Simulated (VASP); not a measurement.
A run of VASP 6.6.1 is set up as follows.

The input INCAR:

```
ALGO = Normal
EDIFF = 1E-7
ENCUT = 520
GGA = PE
ISIF = 2
ISMEAR = 0
LASPH = True
LCHARG = False
LREAL = False
LWAVE = False
NBANDS = 19
NELM = 80
PREC = Accurate
SIGMA = 0.05
```

The input KPOINTS:

```
k-points
0
Gamma
  8 8 8
```

File POSCAR:

```
BaSi3
1.0
    4.4872196948      0.0000000000      0.0000000000
    0.0000000000      4.4872196948      0.0000000000
    0.0000000000      0.0000000000      4.4872196948
Ba Si
1 3
Direct
    0.0000000000      0.0000000000      0.0000000000
    0.0000000000      0.5000000000      0.5000000000
    0.5000000000      0.5000000000      0.0000000000
    0.5000000000      0.0000000000      0.5000000000
```

Potentials or basis: VASP PAW PBE potentials, release 64 (Ba_sv, Si).

Launch:

```sh
$ cat potpaw_PBE.64/Ba_sv/POTCAR potpaw_PBE.64/Si/POTCAR > POTCAR
$ mpirun -np 1 vasp_std > vasp.out
```

Q: Predict the pressure.

A: 0.8 GPa.

Q: Estimate the band gap on the k mesh.

A: Zero (band 11 reaches 6.98 eV, above the bottom of band 12 at 5.00 eV).

Caveat: spin-orbit coupling is left out, which moves the levels of the heavy elements.
